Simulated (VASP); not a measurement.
Here is a VASP 6.6.1 calculation.

The input INCAR:

```
SYSTEM = Si16Ge
ALGO = Normal ; EDIFF = 1E-6
ENCUT = 520 ; GGA = CA
ISIF = 2 ; ISMEAR = -1
LASPH = .True. ; LCHARG = .False.
LREAL = Auto ; LWAVE = .False.
NBANDS = 53 ; NELM = 60
PREC = Accurate ; SIGMA = 0.05
```

Contents of KPOINTS:

```
k-points
0
Gamma
  2 2 2
  0 0 0
```

The input POSCAR:

```
Si16Ge
1.0
    0.0000000000      5.4300000000      5.4300000000
    5.4300000000      0.0000000000      5.4300000000
    5.4300000000      5.4300000000      0.0000000000
Si Ge
16 1
Direct
    0.0181637201      0.0180250460     -0.0541602210
    0.1137154696      0.1135585635      0.1185788214
   -0.0014604972     -0.0016015654      0.4900087477
    0.1436075506      0.1434666667      0.5695167587
   -0.0291994475      0.5117637201      0.0057333333
    0.1137162983      0.6542037753      0.1185877532
   -0.0014640884      0.5131104972      0.4900171271
    0.1120471455      0.6268740331      0.6342668508
    0.5119152855     -0.0293679558      0.0057467772
    0.6543462247      0.1135607735      0.1185996317
    0.5132508287     -0.0016101289      0.4900278085
    0.6270151013      0.1118959484      0.6342821363
    0.5119172192      0.5117693370      0.0057564457
    0.6071248619      0.6069523020      0.1790484346
    0.4816242173      0.4814748619      0.5554903315
    0.6270115101      0.6268652855      0.6342927256
    0.3129987109      0.3128445672      1.0613771639
```

Potentials or basis: VASP PAW LDA potentials, release 64 (Si, Ge_d).

Command:

```sh
$ cat potpaw_LDA.64/Si/POTCAR potpaw_LDA.64/Ge_d/POTCAR > POTCAR
$ mpirun -np 1 vasp_std > vasp.out
```

Question: Estimate the largest force.

Answer: 0.034 eV/Å.

Question: What does it give for the pressure?

Answer: 2.3 GPa.

Forces in eV/Å, atoms in the order of the input:
```
Si  -0.020 -0.019  0.020
Si  -0.012 -0.012  0.004
Si  -0.006 -0.006 -0.005
Si  -0.017 -0.017  0.017
Si   0.011  0.004 -0.011
Si  -0.004 -0.013  0.012
Si   0.005 -0.006  0.006
Si   0.008 -0.004 -0.008
Si   0.004  0.011 -0.011
Si  -0.013 -0.004  0.013
Si  -0.006  0.005  0.006
Si  -0.004  0.008 -0.008
Si   0.011  0.011 -0.004
Si   0.020  0.020 -0.020
Si   0.016  0.016 -0.016
Si   0.008  0.007  0.004
Ge  -0.001 -0.001  0.001
```

Caveat: the k points lie up to 0.50 Å⁻¹ apart.
